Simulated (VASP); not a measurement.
# FeCo (Pm-3m) in VASP: notebook, part 2 of 2

VASP 6.6.1.

## Step 5: Relaxation of cell and atoms, PBEsol, collinear spin, ferromagnetic start, target pressure -3 GPa, at which the enthalpy is minimised

This run uses another cell than the first one, of 11.31 Å³/atom.

The input, INCAR:

```
SYSTEM = FeCo
PREC     = Accurate       ! precision mode
ENCUT    = 600            ! plane-wave cutoff, eV
EDIFF    = 1E-7           ! SCF threshold, eV
ISMEAR   = 0              ! smearing method
SIGMA    = 0.1            ! smearing width, eV
LREAL    = .FALSE.        ! projectors in reciprocal space
LASPH    = .TRUE.         ! aspherical terms in the spheres
NELM     = 200            ! most SCF steps
ALGO     = Normal         ! electronic algorithm
ISIF     = 3              ! what is computed and relaxed
LWAVE    = .FALSE.        ! write WAVECAR
LCHARG   = .FALSE.        ! write CHGCAR
ISPIN    = 2              ! spin polarisation
MAGMOM   = 3.02 2         ! initial moments
LORBIT   = 11             ! projections on sites
LMAXMIX  = 4              ! l up to which the mixer works
GGA      = PS             ! functional
IBRION   = 2              ! ionic algorithm
NSW      = 70             ! ionic steps
EDIFFG   = -0.008         ! ionic threshold
PSTRESS  = -30.0        
GGA_COMPAT= .FALSE.      
NELMIN   = 4
```

The input, KPOINTS:

```
regular mesh
0
G
  14 14 14
  0 0 0
```

The input, POSCAR:

```
FeCo
1.0
    2.8285109951      0.0000000000      0.0000000000
    0.0000000000      2.8285109951      0.0000000000
    0.0000000000      0.0000000000      2.8285109951
Fe Co
1 1
Direct
    0.0000000000      0.0000000000      0.0000000000
    0.5000000000      0.5000000000      0.5000000000
```

Potentials or basis: VASP PAW PBE potentials, release 64 (Fe, Co).

Run with:

```
cat potpaw_PBE.64/Fe/POTCAR potpaw_PBE.64/Co/POTCAR > POTCAR
mpirun -np 1 vasp_std > vasp.out
```

OUTCAR:

```text
SYSTEM = FeCo
   PREC = Accurate
   ENCUT = 600
   EDIFF = 1E-7
   ISMEAR = 0
   LREAL = .FALSE.
   LASPH = .TRUE.
   NELM = 200
   ISIF = 3
   ISPIN = 2
   LORBIT = 11
   GGA = PS
   IBRION = 2
   NSW = 70
   EDIFFG = -0.008
   PSTRESS = -30.0
   NELMIN = 4

 ion  position               nearest neighbor table
   1  0.000  0.000  0.000-   2 2.45   2 2.45   2 2.45   2 2.45   2 2.45   2 2.45   2 2.45   2 2.45

   2  0.500  0.500  0.500-   1 2.45   1 2.45   1 2.45   1 2.45   1 2.45   1 2.45   1 2.45   1 2.45

  LATTYP: Found a simple cubic cell.
 ALAT       =     2.8285109951

  Lattice vectors:

 A1 = (   2.8285109951,   0.0000000000,   0.0000000000)
 A2 = (   0.0000000000,   2.8285109951,   0.0000000000)
 A3 = (   0.0000000000,   0.0000000000,   2.8285109951)

Analysis of symmetry for initial positions (statically):
=====================================================================
 Subroutine PRICEL returns:
 Original cell was already a primitive cell.

 Routine SETGRP: Setting up the symmetry group for a
[... 702 lines left out ...]
      8       6.1265      1.00000
      9       6.6125      1.00000
     10       6.6764      1.00000
     11       7.4816      1.00000
     12      10.5564      0.00000
     13      16.8222      0.00000
     14      21.9215      0.00000
     15      22.6884      0.00000

 [... further k-points ...]

 spin component 2

 k-point     1 :       0.0000    0.0000    0.0000
  band No.  band energies     occupation
      1      -0.7208      1.00000
      2       4.5752      1.00000
      3       4.5752      1.00000
      4       7.1048      1.00000
      5       7.1048      1.00000
      6       7.1048      1.00000
      7       9.0614      0.00000
      8       9.0614      0.00000
      9       9.9053      0.00000
     10       9.9053      0.00000
     11       9.9053      0.00000
     12      17.9142      0.00000
     13      17.9142      0.00000
     14      17.9142      0.00000
[... 448 lines left out ...]
  energy  without entropy=      -16.7028582956  energy(sigma->0) =      -16.70658735

  enthalpy is  TOTEN    =       -17.1270835536 eV   P V=       -0.4167671589

 reached required accuracy - stopping structural energy minimisation

 total charge

# of ion       s       p       d       tot
------------------------------------------
    1        0.489   0.560   6.178   7.226
    2        0.497   0.541   7.257   8.295
--------------------------------------------------
tot          0.986   1.100  13.435  15.522

 magnetization (x)

# of ion       s       p       d       tot
------------------------------------------
    1       -0.001  -0.038   2.775   2.736
    2       -0.009  -0.045   1.808   1.753
--------------------------------------------------
tot         -0.010  -0.084   4.583   4.489
```

OSZICAR:

```text
N       E                     dE             d eps       ncg     rms          rms(c)
DAV:   1     0.840478441182E+02    0.84048E+02   -0.88195E+03  7384   0.163E+03
DAV:   2    -0.165804267209E+02   -0.10063E+03   -0.92683E+02  7207   0.259E+02
DAV:   3    -0.188830923636E+02   -0.23027E+01   -0.22606E+01  8411   0.570E+01
[... 32 lines left out ...]
DAV:   7    -0.167103129437E+02   -0.12179E-05   -0.65212E-05  8805   0.105E-01    0.262E-02
DAV:   8    -0.167103154165E+02   -0.24728E-05   -0.58645E-06 10740   0.577E-02    0.117E-02
DAV:   9    -0.167103160534E+02   -0.63685E-06   -0.19080E-06  8845   0.249E-02    0.414E-03
DAV:  10    -0.167103163842E+02   -0.33084E-06   -0.22755E-07  6351   0.602E-03    0.728E-04
DAV:  11    -0.167103163947E+02   -0.10476E-07   -0.25227E-08  3810   0.365E-03
   3 F= -.17127084E+02 E0= -.17123355E+02  d E =-.398264E-02  mag=     4.4987
```

CONTCAR:

```text
FeCo
   1.00000000000000
     2.8129430458287419    0.0000000000000000   -0.0000000000000000
     0.0000000000000000    2.8129430458287419   -0.0000000000000000
     0.0000000000000000    0.0000000000000000    2.8129430458287419
  Fe              Co
     1     1
Direct
     0.0000000000000000    0.0000000000000000    0.0000000000000000
     0.5000000000000000    0.5000000000000000    0.5000000000000000

  0.00000000E+00  0.00000000E+00  0.00000000E+00
  0.00000000E+00  0.00000000E+00  0.00000000E+00
```

Run time: 2.9 min. Hardware: 1 thread of Oxide Virtual Turin-like, shared host; peak memory 0.19 GiB.

Results:

```
Free energy                                                : -16.7103 eV
Relaxed volume                                             : 11.13 Å³/atom
Relaxed cell                                               : a = 2.813 Å, b = 2.813 Å, c = 2.813 Å, α = 90.00°, β = 90.00°, γ = 90.00°
Space group after relaxing (to 0.1 Å)                      : Pm-3m (No. 221)
Energy change on relaxing (the run minimises the enthalpy) : -5.5 meV/atom
Ionic steps                                                : 3
Pressure after relaxing                                    : -3.0 GPa
Net moment                                                 : 4.50 μB per cell
Site moments                                               : Fe +2.74; Co +1.75 μB
Valence electrons inside the program's atomic spheres      : Fe 7.23; Co 8.29
```

The path:
```tsv
step	energy change (eV)	largest force (eV/Å)	pressure (GPa)	volume (Å³)
1	0.0000	0.0000	-6.34	22.63
2	-0.0139	0.0000	0.56	21.87
3	-0.0109	0.0000	-3.03	22.26
```

Final structure:
```
CELL_PARAMETERS angstrom
2.81294 0.00000 0.00000
0.00000 2.81294 0.00000
0.00000 0.00000 2.81294
ATOMIC_POSITIONS crystal
Fe 0.00000 0.00000 0.00000
Co 0.50000 0.50000 0.50000
```

Levels at points of the mesh, in eV from the Fermi level:
Spin up:
```tsv
k point	band 7	band 8	band 9	band 10	band 11	band 12	band 13	band 14	band 15
(0.00, 0.00, 0.00)	-1.94	-1.94	-0.82	-0.82	-0.82	9.24	9.24	9.24	15.00
(0.50, 0.00, 0.00)	-2.65	-2.65	-2.03	-1.99	-0.83	-0.50	16.31	16.31	16.51
(0.50, 0.50, 0.00)	-1.81	-1.65	-0.57	-0.57	-0.23	-0.23	6.34	6.54	17.93
(0.50, 0.50, 0.50)	-1.85	-1.85	-1.61	-1.61	7.81	7.81	7.81	7.89	7.89
```
Spin down:
```tsv
k point	band 3	band 4	band 5	band 6	band 7	band 8	band 9	band 10
(0.00, 0.00, 0.00)	-3.74	-1.21	-1.21	-1.21	0.75	0.75	1.59	1.59
(0.50, 0.00, 0.00)	-1.83	-1.28	-1.16	-1.16	-0.37	-0.33	-0.33	0.68
(0.50, 0.50, 0.00)	-2.40	-2.40	-0.02	-0.02	0.46	0.50	0.78	1.46
(0.50, 0.50, 0.50)	-2.70	-2.33	-2.33	-2.33	0.54	0.54	1.51	1.51
```

Caveat: the cell is relaxed towards a set pressure, so the run minimises the enthalpy, not the energy; the PAW data sets were made with another functional, which shifts forces and pressure a little.

## Step 6: Summary

| task | potentials or basis | cell | cutoff (eV) | gap on the mesh (eV) | pressure (GPa) | moment (μB) |
| --- | --- | --- | --- | --- | --- | --- |
| single point | VASP PAW PBE potentials, release 64 (Fe_sv, Co_sv) | a = 2.815 Å, 2 atoms | 690 | none | -4.4 | 4.51 |
| relaxation of cell and atoms | VASP PAW PBE potentials, release 64 (Fe, Co) | relaxed to 8 GPa from a = 2.769 Å, 2 atoms | 600 | none | 8.0 | 4.39 |
| relaxation of cell and atoms | VASP PAW PBE potentials, release 64 (Fe, Co) | relaxed to 3 GPa from a = 2.776 Å, 2 atoms | 600 | none | 3.0 | 4.44 |
| relaxation of cell and atoms | VASP PAW PBE potentials, release 64 (Fe, Co) | relaxed to -3 GPa from a = 2.829 Å, 2 atoms | 600 | none | -3.0 | 4.50 |

Alike in all rows: level PBEsol; spin collinear, ferromagnetic start; k mesh 14 × 14 × 14; smearing gaussian 0.1 eV.

Caveats: the PAW data sets were made with another functional, which shifts forces and pressure a little; the cell is relaxed towards a set pressure, so the run minimises the enthalpy, not the energy (at least some runs); the cell stands under tension (at least some runs).

Absolute energies hang on the potentials; compare differences alone.
